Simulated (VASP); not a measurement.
# BaTiO3 (R3m) in VASP: single point with r2SCAN

Aim: the single point of BaTiO3 with r2SCAN.

All numbers are computed with VASP 6.6.1; they aren't measurements. Logs are shortened: lines on timing, memory, paths and dates and some standing lists are left out, and cuts for length are marked.

## (1) The cell of the first run

Symmetry: R3m, No. 160, trigonal system. Conventional cell: a = 5.706 Å, b = 5.706 Å, c = 7.017 Å, α = 90.00°, β = 90.00°, γ = 120.00°. Within 3.7 Å of Ba (site symmetry 3m) lie 12 O at 2.80 to 2.93 Å and 8 Ti at 3.42 to 3.59 Å. Within 2.5 Å of Ti (site symmetry 3m) lie 6 O at 1.90 to 2.15 Å. Within 2.5 Å of O (site symmetry m) lie 2 Ti at 1.90 to 2.15 Å. O (site symmetry m) has 2 Ti at 1.90 to 2.15 Å within 2.5 Å.

## (2) Single point, r2SCAN

Input file POSCAR:

```
BaTiO3
1.0
    4.0401405200      0.0000000000      0.0000000000
    0.0112820400      4.0401203400      0.0000000000
    0.0225640800      0.0225035300      8.0802205000
Ba Ti O
2 2 6
Direct
    0.0000000000      0.0000000000      0.0000000000
    0.0000000000      0.0000000000      0.5000000000
    0.4880000000      0.4880000000      0.2440000000
    0.4880000000      0.4880000000      0.7440000000
    0.5116000000      0.5116000000      0.0097500000
    0.5116000000      0.5116000000      0.5097500000
    0.0195000000      0.5116000000      0.2558000000
    0.0195000000      0.5116000000      0.7558000000
    0.5116000000      0.0195000000      0.2558000000
    0.5116000000      0.0195000000      0.7558000000
```

Input file INCAR.step1:

```
SYSTEM = BaTiO3
PREC = Accurate
ENCUT = 520
ISMEAR = 0
SIGMA = 0.1
LREAL = .False.
LASPH = .True.
NELM = 60
NBANDS = 51
GGA = PE
ALGO = Normal
EDIFF = 1E-4
LWAVE = .True.
LCHARG = .False.
```

Input file INCAR.step2:

```
SYSTEM = BaTiO3
PREC = Accurate
ENCUT = 520
EDIFF = 1E-7
ISMEAR = 0
SIGMA = 0.1
LREAL = .False.
LASPH = .True.
NELM = 60
ALGO = Normal
ISIF = 2
LWAVE = .False.
LCHARG = .False.
METAGGA = R2SCAN
LMIXTAU = .True.
NBANDS = 51
ISTART = 1
```

Input file KPOINTS:

```
Automatic mesh
0
Gamma
  5 5 3
  0 0 0
```

Potentials or basis: VASP PAW PBE potentials, release 64 (Ba_sv, Ti_sv, O).

Run with:

```sh
> cat potpaw_PBE.64/Ba_sv/POTCAR potpaw_PBE.64/Ti_sv/POTCAR potpaw_PBE.64/O/POTCAR > POTCAR
> cp INCAR.step1 INCAR
> mpirun -np 1 vasp_std > vasp.out
> cp INCAR.step2 INCAR
> mpirun -np 1 vasp_std > vasp.out
```

OUTCAR:

```text
SYSTEM = BaTiO3
   PREC = Accurate
   ENCUT = 520
   EDIFF = 1E-7
   ISMEAR = 0
   LREAL = .False.
   LASPH = .True.
   NELM = 60
   ISIF = 2
   METAGGA = R2SCAN
   ISTART = 1

 ion  position               nearest neighbor table
   1  0.000  0.000  0.000-   5 2.80   8 2.80  10 2.80   8 2.85   5 2.85   5 2.85   7 2.85  10 2.85
                             9 2.85   5 2.93   7 2.93   9 2.93   3 3.42   3 3.47   4 3.47   3 3.47
   2  0.000  0.000  0.500-   6 2.80   7 2.80   9 2.80   7 2.85   6 2.85   6 2.85   8 2.85   9 2.85
                            10 2.85   6 2.93   8 2.93  10 2.93   4 3.42   4 3.47   3 3.47   4 3.47
   3  0.488  0.488  0.244-   9 1.90   7 1.90   5 1.90   9 2.15   7 2.15   6 2.15   1 3.42   1 3.47
                             2 3.47   1 3.47   1 3.52   2 3.52   2 3.52   2 3.59
   4  0.488  0.488  0.744-  10 1.90   8 1.90   6 1.90  10 2.15   8 2.15   5 2.15   2 3.42   2 3.47
                             1 3.47   2 3.47   2 3.52   1 3.52   1 3.52   1 3.59
   5  0.512  0.512  0.010-   3 1.90   4 2.15   1 2.80   1 2.85   1 2.85   1 2.93
   6  0.512  0.512  0.510-   4 1.90   3 2.15   2 2.80   2 2.85   2 2.85   2 2.93
   7  0.020  0.512  0.256-   3 1.90   3 2.15   2 2.80   2 2.85   1 2.85   1 2.93
   8  0.020  0.512  0.756-   4 1.90   4 2.15   1 2.80   1 2.85   2 2.85   2 2.93
   9  0.512  0.020  0.256-   3 1.90   3 2.15   2 2.80   2 2.85   1 2.85   1 2.93
  10  0.512  0.020  0.756-   4 1.90   4 2.15   1 2.80   1 2.85   2 2.85   2 2.93

  LATTYP: Found a base centered monoclinic cell.
 ALAT       =     5.7215904364
 B/A-ratio  =     0.9972113980
 C/A-ratio  =     1.4122442756
 COS(beta)  =    -0.0039438767

  Lattice vectors:

 A1 = (  -4.0401405200,   0.0000000000,   0.0000000000)
 A2 = (  -0.0112820400,  -4.0401203400,   0.0000000000)
 A3 = (   0.0225640800,   0.0225035300,   8.0802205000)

Analysis of symmetry for initial positions (statically):
=====================================================================
 Subroutine PRICEL returns following result:

  LATTYP: Found a trigonal (rhomboedric) cell.
 ALAT       =     4.0401416706
 COS(alpha) =     0.0027924862

  Lattice vectors:

 A1 = (   4.0401405200,   0.0000000000,   0.0000000000)
 A2 = (   0.0112820400,   4.0401203400,   0.0000000000)
 A3 = (   0.0112820400,   0.0112517650,   4.0401102500)

   2 primitive cells build up your supercell.

 Routine SETGRP: Setting up the symmetry group for a
 base centered monoclinic supercell.

 Subroutine GETGRP returns: Found  2 space group operations
 (whereof  2 operations were pure point group operations)
 out of a pool of  4 trial point group operations.

The static configuration has the point symmetry C_1h.

Analysis of symmetry for dynamics (positions and initial velocities):
[... 138 lines left out ...]
   NELECT =      80.0000    total number of electrons
   NUPDOWN=      -1.0000    fix difference up-down
   EMIN   =  10.00;   EMAX   =-10.00  energy-range for DOS
   EFERMI =   0.00;   METHOD = LEGACY
   ISMEAR =     0;   SIGMA  =   0.10  broadening in eV -4-tet -1-fermi 0-gaus
   EFERMI_NEDOS =   21; number of points for ismear=-14 and -15
   IALGO  =     38    algorithm
   IMIX   =      4    mixing-type and parameters
     AMIX     =   0.40;   BMIX     =  1.00
     AMIX_MAG =   1.60;   BMIX_MAG =  1.00
  volume/ion in A,a.u.               =      13.19        89.00
  Fermi-wavevector in a.u.,A,eV,Ry     =   1.385799  2.618780 26.129148  1.920438
  Thomas-Fermi vector in A             =   2.510175
   LORBIT       =      0    0 simple, 1 ext, 2 COOP (PROOUT), +10 PAW based schemes
   METAGGA = R2SCAN    functional components
   LHFCALC =     F    Hartree Fock is set to
   AEXX    =    0.0000 exact exchange contribution
   IVDW    =     0    specifies the selected vdW correction
   LEPSILON=     F    determine dielectric tensor
   LRPA    =     F    only Hartree local field effects (RPA)
 non-spin polarized calculation
 Gauss-broadening in eV      SIGMA  =   0.10
  energy-cutoff  :      520.00
  volume of cell :      131.89
 maximum number of plane-waves:      3591
 NGX is ok and might be reduce to    30
   NGX = 15   NGY = 15   NGZ = 31

 number of electron      79.9999997 magnetization

 Free energy of the ion-electron system (eV)
  ---------------------------------------------------
  ext. energy  EPLUGINS =         0.00000000
  ---------------------------------------------------
  free energy    TOTEN  =      -148.54221850 eV

  energy without entropy =     -148.54221850  energy(sigma->0) =     -148.54221850

 E-fermi :   3.7505     XC(G=0): -11.7432

 val. band max:        3.1909067638   @ k =   0.4000   0.4000   0.0000
 cond. band min:       5.9190699521   @ k =   0.0000   0.0000   0.0000
 fundamental gap:      2.7281631883
 Fermi energy:         3.7504983066

 k-point     1 :       0.0000    0.0000    0.0000
  band No.  band energies     occupation
      1     -55.4033      2.00000
      2     -55.4024      2.00000
      3     -30.6355      2.00000
      4     -30.5858      2.00000
      5     -30.5836      2.00000
      6     -30.5836      2.00000
[... 1285 lines left out ...]
     50       9.8862      0.00000
     51      10.4418      0.00000

------------------------ aborting loop because EDIFF is reached ----------------------------------------

  FORCE on cell =-STRESS in cart. coord.  units (eV):
  Direction    XX          YY          ZZ          XY          YZ          ZX
  --------------------------------------------------------------------------------------
  -------------------------------------------------------------------------------------
  Total       -0.9529048     -0.9530992     -0.9528644      0.0351942      0.0355112      0.0356412
  in kB      -11.5756693    -11.5780314    -11.5751789      0.4275311      0.4313824      0.4329605
  external PRESSURE =     -11.5762932 kB  Pullay stress =       0.0000000 kB

 VOLUME and BASIS-vectors are now :
 -----------------------------------------------------------------------------
  energy-cutoff  :      520.00
  volume of cell :      131.89
      direct lattice vectors                 reciprocal lattice vectors
     4.040140520  0.000000000  0.000000000     0.247516143 -0.000691189 -0.000689266
     0.011282040  4.040120340  0.000000000     0.000000000  0.247517380 -0.000689339
     0.022564080  0.022503530  8.080220500     0.000000000  0.000000000  0.123758999

 POSITION                                       TOTAL-FORCE (eV/Angst)
 -----------------------------------------------------------------------------------
      0.00000      0.00000      0.00000         0.007560      0.007539      0.007373
      0.01128      0.01125      4.04011         0.007560      0.007539      0.007373
      1.98260      1.97707      1.97157        -0.084657     -0.084421     -0.087625
      1.99388      1.98832      6.01168        -0.084657     -0.084421     -0.087625
      2.07293      2.06714      0.07878        -0.021047     -0.020988      0.118050
      2.08421      2.07840      4.11889        -0.021047     -0.020988      0.118050
      0.09033      2.07268      2.06692         0.116910     -0.019092     -0.018899
      0.10161      2.08393      6.10703         0.116910     -0.019092     -0.018899
      2.07293      0.08454      2.06692        -0.018766      0.116962     -0.018899
      2.08421      0.09579      6.10703        -0.018766      0.116962     -0.018899
 -----------------------------------------------------------------------------------
    total drift:                                0.000837      0.000677      0.000723

  FREE ENERGIE OF THE ION-ELECTRON SYSTEM (eV)
  ---------------------------------------------------
  free  energy   TOTEN  =      -148.5422184987 eV

  energy  without entropy=     -148.5422184987  energy(sigma->0) =     -148.54221850
```

It took 17 min on 1 thread of Intel Xeon 8259CL, shared host; peak memory 0.33 GiB.

What came out:

```
Free energy            : -148.5422 eV
Pressure               : -1.2 GPa
Largest force          : 0.148 eV/Å
Band gap on the k mesh : 2.73 eV
```

Forces on the atoms (eV/Å):
```
Ba   0.008  0.008  0.007
Ba   0.008  0.008  0.007
Ti  -0.085 -0.084 -0.088
Ti  -0.085 -0.084 -0.088
O   -0.021 -0.021  0.118
O   -0.021 -0.021  0.118
O    0.117 -0.019 -0.019
O    0.117 -0.019 -0.019
O   -0.019  0.117 -0.019
O   -0.019  0.117 -0.019
```

Levels at points of the mesh, in eV from the valence-band top:
| k point | band 37 | band 38 | band 39 | band 40 | band 41 | band 42 | band 43 | band 44 |
| --- | --- | --- | --- | --- | --- | --- | --- | --- |
| (0.00, 0.00, 0.00) | -0.79 | -0.44 | -0.34 | -0.34 | 2.73 | 2.73 | 2.85 | 2.88 |

Caveat: the PAW data sets were made with another functional, which shifts forces and pressure a little; spin-orbit coupling is left out, which moves the levels of the heavy elements; an odd mesh through Γ misses points on the zone boundary, where band edges can lie.
